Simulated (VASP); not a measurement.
Wanted: the native input for a VASP 6.6.1 run.

```
Task                               : single point
Functional                         : PBE0
Potentials or basis                : VASP PAW PBE potentials, release 64 (Al)
Cutoff                             : 520 eV
k mesh                             : 6 × 6 × 4
Occupations                        : fermi-dirac, width 0.05 eV
Spin                               : no spin polarisation
Dipole correction                  : no
Grid for exact exchange (PRECFOCK) : Normal
Further INCAR settings             : ALGO = Normal; EDIFF = 1e-06; NBANDS = 10
Share of exact exchange            : 0.25
```

The system is Al.

```
Al
1.0
     2.84947    0.00000    0.00000
    -1.42473    2.46771    0.00000
     0.00000    0.00000    4.93089
Al
2
Direct
  0.33333 0.66667 0.25000
  0.66667 0.33333 0.75000
```

This isn't the form of Al at room conditions, which is fcc.

One way to write it, as run:

POSCAR

```
Al
1.0
    2.8494655872      0.0000000000      0.0000000000
   -1.4247327935      2.4677095857      0.0000000000
    0.0000000000      0.0000000000      4.9308948445
Al
2
Direct
    0.3333333333      0.6666666667      0.2500000000
    0.6666666667      0.3333333333      0.7500000000
```

INCAR.step1

```
SYSTEM = Al
  PREC = Accurate
  ENCUT = 520
  EDIFF = 1E-5
  ISMEAR = -1
  SIGMA = 0.05
  LREAL = .False.
  LASPH = .True.
  NELM = 60
  ALGO = Normal
  ISIF = 2
  LWAVE = .True.
  LCHARG = .False.
  GGA = PE
  NBANDS = 10
```

INCAR.step2

```
SYSTEM = Al
  PREC = Accurate
  ENCUT = 520
  EDIFF = 1E-6
  ISMEAR = -1
  SIGMA = 0.05
  LREAL = .False.
  LASPH = .True.
  NELM = 60
  ALGO = Normal
  ISIF = 2
  LWAVE = .False.
  LCHARG = .False.
  GGA = PE
  LHFCALC = .True.
  AEXX = 0.25
  PRECFOCK = Normal
  ISTART = 1
  NBANDS = 10
```

KPOINTS

```
Automatic mesh
0
Gamma
  6 6 4
  0 0 0
```

Potentials or basis: VASP PAW PBE potentials, release 64 (Al).

Launch:

```bash
$ cat potpaw_PBE.64/Al/POTCAR > POTCAR
$ cp INCAR.step1 INCAR
$ mpirun -np 1 vasp_std > vasp.out
$ cp INCAR.step2 INCAR
$ mpirun -np 1 vasp_std > vasp.out
```

Results of the run:

| Property | Result |
| --- | --- |
| Pressure | -3.0 GPa |
| Band gap on the k mesh | zero (bands 3 and 4 overlap by 8.30 eV) |

Caveat: the k points lie up to 0.42 Å⁻¹ apart, too coarse for converged energies and pressures of a metal; the PAW data sets were made with another functional, which shifts forces and pressure a little.

Run time: 7.3 min on 1 thread of Intel Xeon 8259CL (shared host), peak memory 0.16 GiB.
